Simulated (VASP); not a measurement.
# SrCuS2 (P4/nmm) in VASP: a series of runs

Aim: see how the results for SrCuS2 move with the level of theory and the settings. Levels: r2SCAN, LDA. Tasks: single point, relaxation of cell and atoms.

Program: VASP 6.6.1. These are calculated values, not measurements. Logs are shortened: lines on timing, memory, paths and dates and some standing lists are left out, and cuts for length are marked.

**1. The cell of the first run**

The structure is tetragonal, space group P4/nmm (No. 129). Conventional cell: a = 4.342 Å, b = 4.342 Å, c = 8.965 Å, α = 90.00°, β = 90.00°, γ = 90.00°. Sr (site symmetry 4mm) has 9 S at 2.96 to 3.56 Å and 5 Cu at 3.64 to 3.70 Å within 3.9 Å. Cu (site symmetry 4mm) has 5 S at 2.31 to 2.34 Å within 3.1 Å. Within 3.1 Å of S (site symmetry 4mm) lie 1 Cu at 2.31 Å and 5 Sr at 2.96 to 3.09 Å. Within 3.1 Å of S (site symmetry -4m2) lie 4 Cu at 2.34 Å and 4 S at 3.07 Å.

**2. Single point, r2SCAN, collinear spin, zero start**

Contents of POSCAR:

```
SrCuS2
1.0
    4.3415601888      0.0000000000      0.0000000000
    0.0000000000      4.3415601888      0.0000000000
    0.0000000000      0.0000000000      8.9649266273
Sr Cu S
2 2 4
Direct
    0.2500000000      0.2500000000      0.6850386203
    0.7500000000      0.7500000000      0.3149613797
    0.2500000000      0.2500000000      0.0972558003
    0.7500000000      0.7500000000      0.9027441997
    0.2500000000      0.2500000000      0.3550496875
    0.7500000000      0.7500000000      0.6449503125
    0.7500000000      0.2500000000      0.0000000000
    0.2500000000      0.7500000000      0.0000000000
```

Contents of INCAR.step1:

```
ALGO = Normal
EDIFF = 1E-4
ENCUT = 520
GGA = PE
ISMEAR = -1
ISPIN = 2
LASPH = T
LCHARG = F
LMAXMIX = 4
LREAL = F
LWAVE = T
MAGMOM = 0 0 0 0 0 0 0 0
NBANDS = 47
NELM = 150
PREC = Accurate
SIGMA = 0.1
```

Contents of INCAR.step2:

```
ALGO = Normal
EDIFF = 1E-7
ENCUT = 520
ISIF = 2
ISMEAR = -1
ISPIN = 2
ISTART = 1
LASPH = T
LCHARG = F
LMAXMIX = 4
LMIXTAU = T
LORBIT = 11
LREAL = F
LWAVE = F
MAGMOM = 0 0 0 0 0 0 0 0
METAGGA = R2SCAN
NBANDS = 47
NELM = 150
PREC = Accurate
SIGMA = 0.1
```

Contents of KPOINTS:

```
k-points
0
Gamma
  5 5 3
```

Potentials or basis: VASP PAW PBE potentials, release 64 (Sr_sv, Cu, S).

Launch:

```
> cat potpaw_PBE.64/Sr_sv/POTCAR potpaw_PBE.64/Cu/POTCAR potpaw_PBE.64/S/POTCAR > POTCAR
> cp INCAR.step1 INCAR
> mpirun -np 1 vasp_std > vasp.out
> cp INCAR.step2 INCAR
> mpirun -np 1 vasp_std > vasp.out
```

OUTCAR:

```text
EDIFF = 1E-7
   ENCUT = 520
   ISIF = 2
   ISMEAR = -1
   ISPIN = 2
   ISTART = 1
   LASPH = T
   LORBIT = 11
   LREAL = F
   METAGGA = R2SCAN
   NELM = 150
   PREC = Accurate

 ion  position               nearest neighbor table
   1  0.250  0.250  0.685-   5 2.96   6 3.09   6 3.09   6 3.09   6 3.09   8 3.56   8 3.56   7 3.56
                             7 3.56   4 3.64   4 3.64   4 3.64   4 3.64   3 3.70   2 4.52   2 4.52
   2  0.750  0.750  0.315-   6 2.96   5 3.09   5 3.09   5 3.09   5 3.09   7 3.56   8 3.56   8 3.56
                             7 3.56   3 3.64   3 3.64   3 3.64   3 3.64   4 3.70   1 4.52   1 4.52
   3  0.250  0.250  0.097-   5 2.31   7 2.34   8 2.34   8 2.34   7 2.34   2 3.64   2 3.64   2 3.64
                             2 3.64   1 3.70
   4  0.750  0.750  0.903-   6 2.31   7 2.34   8 2.34   7 2.34   8 2.34   1 3.64   1 3.64   1 3.64
                             1 3.64   2 3.70
   5  0.250  0.250  0.355-   3 2.31   1 2.96   2 3.09   2 3.09   2 3.09   2 3.09
   6  0.750  0.750  0.645-   4 2.31   2 2.96   1 3.09   1 3.09   1 3.09   1 3.09
   7  0.750  0.250  0.000-   3 2.34   4 2.34   4 2.34   3 2.34   2 3.56   1 3.56   1 3.56   2 3.56

   8  0.250  0.750  0.000-   3 2.34   4 2.34   3 2.34   4 2.34   1 3.56   1 3.56   2 3.56   2 3.56

  LATTYP: Found a simple tetragonal cell.
 ALAT       =     4.3415601888
 C/A-ratio  =     2.0649089814

  Lattice vectors:

 A1 = (   4.3415601888,   0.0000000000,   0.0000000000)
 A2 = (   0.0000000000,   4.3415601888,   0.0000000000)
 A3 = (   0.0000000000,   0.0000000000,   8.9649266273)

Analysis of symmetry for initial positions (statically):
=====================================================================
 Subroutine PRICEL returns:
 Original cell was already a primitive cell.

 Routine SETGRP: Setting up the symmetry group for a
 simple tetragonal supercell.

 Subroutine GETGRP returns: Found 16 space group operations
 (whereof  4 operations were pure point group operations)
 out of a pool of 16 trial point group operations.

The static configuration has the point symmetry C_2h.
 The point group associated with its full space group is D_4h.

Analysis of symmetry for dynamics (positions and initial velocities):
=====================================================================
 Subroutine PRICEL returns:
 Original cell was already a primitive cell.

 Routine SETGRP: Setting up the symmetry group for a
 simple tetragonal supercell.

 Subroutine GETGRP returns: Found 16 space group operations
 (whereof  4 operations were pure point group operations)
 out of a pool of 16 trial point group operations.

The dynamic configuration has the point symmetry C_2h.
 The point group associated with its full space group is D_4h.

Analysis of structural, dynamic, and magnetic symmetry:
=====================================================================
 Subroutine PRICEL returns:
 Original cell was already a primitive cell.

 Routine SETGRP: Setting up the symmetry group for a
 simple tetragonal supercell.

 Subroutine GETGRP returns: Found 16 space group operations
 (whereof  4 operations were pure point group operations)
 out of a pool of 16 trial point group operations.

The overall configuration has the point symmetry C_2h.
 The point group associated with its full space group is D_4h.

 Subroutine INISYM returns: Found 16 space group operations
 (whereof  4 operations are pure point group operations),
 and found     1 'primitive' translations

----------------------------------------------------------------------------------------

                                     Primitive cell

  volume of cell :     168.9812

  direct lattice vectors                    reciprocal lattice vectors
     4.341560189  0.000000000  0.000000000     0.230331944  0.000000000  0.000000000
[... 65 lines left out ...]
  0.400000  0.200000  0.333333     16.000000
  0.400000  0.400000  0.333333      8.000000
   k-points           NKPTS =     12   k-points in BZ     NKDIM =     12   number of bands    NBANDS=     47
   number of dos      NEDOS =    301   number of ions     NIONS =      8
   total plane-waves  NPLWV =  71680
   dimension x,y,z NGX =    32 NGY =   32 NGZ =   70
   dimension x,y,z NGXF=    64 NGYF=   64 NGZF=  140
   ions per type =               2   2   4
   NGX,Y,Z   is equivalent  to a cutoff of  12.25, 12.25, 12.98 a.u.
   NGXF,Y,Z  is equivalent  to a cutoff of  24.51, 24.51, 25.96 a.u.
 SYSTEM =  unknown system
   PREC   = accura    normal or accurate (medium, high low for compatibility)
   ISTART =      1    job   : 0-new  1-cont  2-samecut
   ICHARG =      0    charge: 1-file 2-atom 10-const
   ISPIN  =      2    spin polarized calculation?
   LNONCOLLINEAR =      F non collinear calculations
   LSORBIT =      F    spin-orbit coupling
   LASPH  =      T    aspherical Exc in radial PAW
   ENCUT  =  520.0 eV  38.22 Ry    6.18 a.u.   8.07  8.07 16.67*2*pi/ulx,y,z
   NELM   =    150;   NELMIN=  2; NELMDL=  0     # of ELM steps
   EDIFF  = 0.1E-06   stopping-criterion for ELM
   LREAL  =      F    real-space projection
   EDIFFG = 0.1E-05   stopping-criterion for IOM
   NSW    =      0    number of steps for IOM
   IBRION =     -1    ionic relax: 0-MD 1-quasi-New 2-CG
   NFREE  =      0    steps in history (QN), initial steepest desc. (CG)
   ISIF   =      2    stress and relaxation
   ISYM   =      2    0-nonsym 1-usesym 2-fastsym
   POTIM  = 0.5000    time-step for ionic-motion
   TEBEG  =    0.0;   TEEND  =   0.0 temperature during run
   PSTRESS=    0.0 pullay stress
   NELECT =      66.0000    total number of electrons
   NUPDOWN=      -1.0000    fix difference up-down
   EMIN   =  10.00;   EMAX   =-10.00  energy-range for DOS
   EFERMI =   0.00;   METHOD = LEGACY
   ISMEAR =    -1;   SIGMA  =   0.10  broadening in eV -4-tet -1-fermi 0-gaus
   EFERMI_NEDOS =   21; number of points for ismear=-14 and -15
   IALGO  =     38    algorithm
   IMIX   =      4    mixing-type and parameters
     AMIX     =   0.40;   BMIX     =  1.00
     AMIX_MAG =   1.60;   BMIX_MAG =  1.00
  volume/ion in A,a.u.               =      21.12       142.54
  Fermi-wavevector in a.u.,A,eV,Ry     =   1.196676  2.261390 19.484007  1.432034
  Thomas-Fermi vector in A             =   2.332611
   LORBIT       =     11    0 simple, 1 ext, 2 COOP (PROOUT), +10 PAW based schemes
   METAGGA = R2SCAN    functional components
   LHFCALC =     F    Hartree Fock is set to
   AEXX    =    0.0000 exact exchange contribution
   IVDW    =     0    specifies the selected vdW correction
   LEPSILON=     F    determine dielectric tensor
   LRPA    =     F    only Hartree local field effects (RPA)
 spin polarized calculation
  energy-cutoff  :      520.00
  volume of cell :      168.98
 maximum number of plane-waves:      4575
   NGX = 17   NGY = 17   NGZ = 33

 number of electron      65.9999961 magnetization      -0.0000003

 number of electron      65.9999961 magnetization       0.0000000

 Free energy of the ion-electron system (eV)
  ---------------------------------------------------
  ext. energy  EPLUGINS =         0.00000000
  ---------------------------------------------------
  free energy    TOTEN  =       -94.34717014 eV

  energy without entropy =      -94.25322000  energy(sigma->0) =      -94.30019507

 E-fermi :   3.9510     XC(G=0): -10.2711

 val. band max:        3.9099674220   @ k =   0.0000   0.0000   0.3333
 cond. band min:       3.9665485484   @ k =   0.2000   0.0000   0.0000
 fundamental gap:      0.0565811264
 Fermi energy:         3.9510449696

 spin component 1

 k-point     1 :       0.0000    0.0000    0.0000
  band No.  band energies     occupation
      1     -31.9960      1.00000
      2     -31.9906      1.00000
      3     -13.5448      1.00000
      4     -13.4238      1.00000
      5     -13.3434      1.00000
      6     -13.3434      1.00000
[... 565 lines left out ...]
     44      10.8605      0.00000
     45      11.0485      0.00000
 Fermi energy:         3.9510449696

 spin component 2

 k-point     1 :       0.0000    0.0000    0.0000
  band No.  band energies     occupation
      1     -31.9960      1.00000
      2     -31.9906      1.00000
      3     -13.5448      1.00000
      4     -13.4238      1.00000
      5     -13.3434      1.00000
      6     -13.3434      1.00000
[... 565 lines left out ...]
     44      10.8605      0.00000
     45      11.0485      0.00000
 [bands above 45 left out]

------------------------ aborting loop because EDIFF is reached ----------------------------------------

  FORCE on cell =-STRESS in cart. coord.  units (eV):
  Direction    XX          YY          ZZ          XY          YZ          ZX
  --------------------------------------------------------------------------------------
  -------------------------------------------------------------------------------------
  Total        0.0831002      0.0831002      0.0669596      0.0000000      0.0000000      0.0000000
  in kB        0.7879054      0.7879054      0.6348702      0.0000000      0.0000000      0.0000000
  external PRESSURE =       0.7368936 kB  Pullay stress =       0.0000000 kB

 VOLUME and BASIS-vectors are now :
 -----------------------------------------------------------------------------
  energy-cutoff  :      520.00
  volume of cell :      168.98
      direct lattice vectors                 reciprocal lattice vectors
     4.341560189  0.000000000  0.000000000     0.230331944  0.000000000  0.000000000
     0.000000000  4.341560189  0.000000000     0.000000000  0.230331944  0.000000000
     0.000000000  0.000000000  8.964926627     0.000000000  0.000000000  0.111545810

 POSITION                                       TOTAL-FORCE (eV/Angst)
 -----------------------------------------------------------------------------------
      1.08539      1.08539      6.14132         0.000000      0.000000      0.006108
      3.25617      3.25617      2.82361         0.000000      0.000000     -0.006108
      1.08539      1.08539      0.87189        -0.000000     -0.000000      0.030668
      3.25617      3.25617      8.09304        -0.000000      0.000000     -0.030668
      1.08539      1.08539      3.18299         0.000000      0.000000     -0.011657
      3.25617      3.25617      5.78193        -0.000000     -0.000000      0.011657
      3.25617      1.08539      0.00000         0.000000     -0.000000      0.000000
      1.08539      3.25617      0.00000        -0.000000     -0.000000      0.000000
 -----------------------------------------------------------------------------------
    total drift:                                0.000000     -0.000000     -0.000000

  FREE ENERGIE OF THE ION-ELECTRON SYSTEM (eV)
  ---------------------------------------------------
  free  energy   TOTEN  =       -94.3471701393 eV

  energy  without entropy=      -94.2532200028  energy(sigma->0) =      -94.30019507

 total charge

# of ion       s       p       d       tot
------------------------------------------
    1        2.000   5.859   0.166   8.025
    2        2.000   5.859   0.166   8.025
    3        0.397   0.440   9.195  10.032
    4        0.397   0.440   9.195  10.032
    5        1.304   2.471   0.000   3.774
    6        1.304   2.471   0.000   3.774
    7        1.349   2.350   0.000   3.699
    8        1.349   2.350   0.000   3.699
--------------------------------------------------
tot         10.101  22.238  18.722  51.061

 magnetization (x)

# of ion       s       p       d       tot
------------------------------------------
    1        0.000   0.000   0.000   0.000
    2        0.000   0.000   0.000   0.000
    3        0.000   0.000   0.000   0.000
    4        0.000   0.000   0.000   0.000
    5        0.000   0.000   0.000   0.000
    6        0.000   0.000   0.000   0.000
    7        0.000   0.000   0.000   0.000
    8        0.000   0.000   0.000   0.000
--------------------------------------------------
tot          0.000   0.000   0.000   0.000
```

Run time: 11 min. Hardware: 1 thread of Intel Xeon Platinum 8259CL at 2.50GHz (Skylake/Cascade Lake), shared host; peak memory 0.43 GiB.

Results:

```
Free energy                                           : -94.3472 eV
Pressure                                              : 0.1 GPa
Largest force                                         : 0.031 eV/Å
Band gap on the k mesh                                : zero (filled and empty bands overlap)
Net moment                                            : 0.00 μB per cell
Valence electrons inside the program's atomic spheres : Sr 8.03; Cu 10.03; S 3.77, 3.70
```

Forces in eV/Å, atoms in the order of the input:
```
Sr   0.000  0.000  0.006
Sr   0.000  0.000 -0.006
Cu   0.000  0.000  0.031
Cu   0.000  0.000 -0.031
S    0.000  0.000 -0.012
S    0.000  0.000  0.012
S    0.000  0.000  0.000
S    0.000  0.000  0.000
```

Caveat: the PAW data sets were made with another functional, which shifts forces and pressure a little.

**3. Relaxation of cell and atoms, LDA, collinear spin, zero start**

This run uses another cell than the first one, of 23.19 Å³/atom, 1.098 times its volume.

Contents of INCAR:

```
SYSTEM = SrCuS2
PREC     = Accurate       ! precision mode
ENCUT    = 600            ! plane-wave cutoff, eV
EDIFF    = 1E-6           ! SCF threshold, eV
ISMEAR   = -1             ! smearing method
SIGMA    = 0.1            ! smearing width, eV
LREAL    = .False.        ! projectors in reciprocal space
LASPH    = .True.         ! aspherical terms in the spheres
NELM     = 150            ! most SCF steps
ALGO     = Normal         ! electronic algorithm
ISIF     = 3              ! what is computed and relaxed
LWAVE    = .False.        ! write WAVECAR
LCHARG   = .False.        ! write CHGCAR
ISPIN    = 2              ! spin polarisation
MAGMOM   = 0 0 0 0 0 0 0 0 ! initial moments
LORBIT   = 11             ! projections on sites
LMAXMIX  = 4              ! l up to which the mixer works
IBRION   = 2              ! ionic algorithm
NSW      = 60             ! ionic steps
EDIFFG   = -0.01          ! ionic threshold
```

Contents of KPOINTS:

```
regular mesh
0
Gamma
  4 4 2
  0 0 0
```

Contents of POSCAR:

```
SrCuS2
1.0
    4.5593921700      0.0000000000      0.0000000000
    0.0000000000      4.5593921700      0.0000000000
    0.0000000000      0.0000000000      8.9251492800
Sr Cu S
2 2 4
Direct
    0.2500000000      0.2500000000      0.6975000000
    0.7500000000      0.7500000000      0.3025000000
    0.2500000000      0.2500000000      0.0933000000
    0.7500000000      0.7500000000      0.9067000000
    0.2500000000      0.2500000000      0.3488000000
    0.7500000000      0.7500000000      0.6512000000
    0.7500000000      0.2500000000      0.0000000000
    0.2500000000      0.7500000000      0.0000000000
```

Potentials or basis: VASP PAW LDA potentials, release 64 (Sr_sv, Cu, S).

Launch:

```
> cat potpaw_LDA.64/Sr_sv/POTCAR potpaw_LDA.64/Cu/POTCAR potpaw_LDA.64/S/POTCAR > POTCAR
> mpirun -np 1 vasp_std > vasp.out
```

Run time: 31 min. Hardware: 1 thread of AMD EPYC 9R45 (Zen 5), shared host; peak memory 0.35 GiB.

Results (log left out):

| Item | Value |
| --- | --- |
| Free energy | -41.5924 eV |
| Relaxed volume | 19.63 Å³/atom |
| Relaxed cell | a = 4.231 Å, b = 4.231 Å, c = 8.777 Å, α = 90.00°, β = 90.00°, γ = 90.00° |
| Space group after relaxing (to 0.05 Å) | P4/nmm (No. 129) |
| Energy gained by relaxing | 126.2 meV/atom |
| Ionic steps | 23 |
| Pressure after relaxing | 0.1 GPa |
| Largest force after relaxing | 0.008 eV/Å |
| Band gap on the k mesh | zero (filled and empty bands overlap) |
| Net moment | 0.00 μB per cell |
| Valence electrons inside the program's atomic spheres | Sr 7.99; Cu 10.11; S 3.76, 3.68 |

Forces on the atoms (eV/Å):
```
Sr   0.000  0.000  0.002
Sr   0.000  0.000 -0.002
Cu   0.000  0.000 -0.008
Cu   0.000  0.000  0.008
S    0.000  0.000 -0.003
S    0.000  0.000  0.003
S    0.000  0.000  0.000
S    0.000  0.000  0.000
```

Step by step:
| step | energy change (eV) | largest force (eV/Å) | pressure (GPa) | volume (Å³) |
| --- | --- | --- | --- | --- |
| 1 | 0.0000 | 0.2910 | -8.75 | 185.54 |
| 2 | -0.8696 | 0.8869 | 3.04 | 153.51 |
| 3 | -0.9102 | 0.7236 | 0.31 | 158.27 |
| 4 | -0.9580 | 0.3093 | 0.22 | 157.91 |
| 5 | -0.9602 | 0.3962 | 0.24 | 157.81 |
| 6 | -0.9811 | 0.3001 | -0.23 | 158.40 |
| 7 | -0.9945 | 0.1312 | -0.99 | 159.52 |
| 8 | -1.0051 | 0.0709 | -0.04 | 157.38 |
| 9 | -1.0051 | 0.0744 | -0.06 | 157.31 |
| 10 | -1.0078 | 0.0554 | 0.09 | 157.14 |
| 11 | -1.0083 | 0.0846 | 0.21 | 156.96 |
| 12 | -1.0084 | 0.0765 | 0.23 | 157.01 |
| 13 | -1.0091 | 0.0404 | -0.10 | 157.64 |
| 14 | -1.0091 | 0.0451 | -0.14 | 157.55 |
| 15 | -1.0091 | 0.0490 | -0.09 | 157.47 |
| 16 | -1.0093 | 0.0271 | 0.01 | 157.35 |
| 17 | -1.0093 | 0.0358 | 0.03 | 157.32 |
| 18 | -1.0093 | 0.0325 | 0.03 | 157.33 |
| 19 | -1.0095 | 0.0265 | 0.03 | 157.37 |
| 20 | -1.0095 | 0.0144 | -0.11 | 157.45 |
| 21 | -1.0095 | 0.0156 | -0.11 | 157.43 |
| 22 | -1.0096 | 0.0119 | -0.12 | 157.34 |
| 23 | -1.0095 | 0.0077 | 0.05 | 157.08 |

Final structure:
```
Sr Cu S
1.0
     4.23052    0.00000    0.00000
     0.00000    4.23052    0.00000
     0.00000    0.00000    8.77672
Sr Cu S
2 2 4
Direct
  0.25000 0.25000 0.68835
  0.75000 0.75000 0.31165
  0.25000 0.25000 0.10320
  0.75000 0.75000 0.89680
  0.25000 0.25000 0.35918
  0.75000 0.75000 0.64082
  0.75000 0.25000 0.00000
  0.25000 0.75000 0.00000
```

Levels at points of the mesh, in eV from the Fermi level:
Spin up:
| k point | band 31 | band 32 | band 33 | band 34 | band 35 | band 36 |
| --- | --- | --- | --- | --- | --- | --- |
| (0.00, 0.00, 0.00) | -0.30 | 0.12 | 0.14 | 0.14 | 1.14 | 1.84 |
| (0.50, 0.00, 0.00) | -0.88 | -0.88 | -0.70 | -0.70 | 4.29 | 4.29 |
| (0.50, 0.50, 0.00) | -1.00 | -1.00 | 1.56 | 1.56 | 3.02 | 3.02 |
| (0.00, 0.00, 0.50) | -0.43 | -0.32 | -0.08 | -0.08 | 1.29 | 2.37 |
| (0.50, 0.00, 0.50) | -0.85 | -0.85 | -0.61 | -0.61 | 4.55 | 4.55 |
| (0.50, 0.50, 0.50) | -1.07 | -1.07 | 1.56 | 1.56 | 3.30 | 3.30 |
Spin down:
```csv
k point,band 29,band 30,band 31,band 32,band 33,band 34,band 35,band 36,band 37,band 38
"(0.00, 0.00, 0.00)",-1.11,-1.11,-0.30,0.12,0.14,0.14,1.14,1.84,2.98,3.30
"(0.50, 0.00, 0.00)",-1.82,-1.82,-0.88,-0.88,-0.70,-0.70,4.29,4.29,5.14,5.14
"(0.50, 0.50, 0.00)",-1.95,-1.95,-1.00,-1.00,1.56,1.56,3.02,3.02,4.54,4.54
"(0.00, 0.00, 0.50)",-0.62,-0.43,-0.43,-0.32,-0.08,-0.08,1.29,2.37,2.62,3.29
"(0.50, 0.00, 0.50)",-1.60,-1.60,-0.85,-0.85,-0.61,-0.61,4.55,4.55,4.75,4.75
"(0.50, 0.50, 0.50)",-1.71,-1.71,-1.07,-1.07,1.56,1.56,3.30,3.30,4.24,4.24
```

Caveat: the volume moved by over 15 % at a fixed basis, so the end points are rough. With open d or f shells a metallic result of LDA can be an artefact of self-interaction; +U or a hybrid may open a gap.
